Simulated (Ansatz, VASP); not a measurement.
## Two plane-wave programs on BiSe4

```
Bi Se
1.0
     5.21360    0.00000    0.00000
     0.00000    5.21360    0.00000
     0.00000    0.00000    5.21360
Bi Se
1 4
Direct
  0.00000 0.00000 0.00000
  0.30715 0.69285 0.69285
  0.69285 0.30715 0.69285
  0.69285 0.69285 0.30715
  0.30715 0.30715 0.30715
```

Change from the starting cell: species swapped into the SnI4 type (P-43m, No. 215).

Alike in both runs: functional PBE; k mesh 4 × 4 × 4; occupations gaussian, width 0.1 eV; no spin polarisation.

Ansatz relaxed the structure, and its values are those at the end. VASP's run is a single point on that final structure, the one shown.

|  | VASP | Ansatz |
| --- | --- | --- |
| version | VASP 6.6.1 | Ansatz 0.2.0 |
| potentials or method | VASP PAW PBE potentials, release 64 (Bi_d, Se), cutoff 520 eV | scalar-relativistic, plane waves, PAW |
| valence electrons in the cell | 39 | 79 |

```tsv
	VASP	Ansatz	Ansatz less VASP
gap on the k mesh at the Fermi level (eV)	none	none	-
pressure (GPa)	0.1	0.0	0.00
rms of the force components (eV/Å)	0.004	0.002	-0.0025
```

A gap of «none» marks a metal or a gap that the smearing closes. With one functional, cell and mesh, what is left measures potentials, basis and numerics. VASP's potentials hold 39 valence electrons a cell and Ansatz's 79, so a difference there can come from the potentials and not from the codes.

Neither program's run includes spin-orbit coupling.
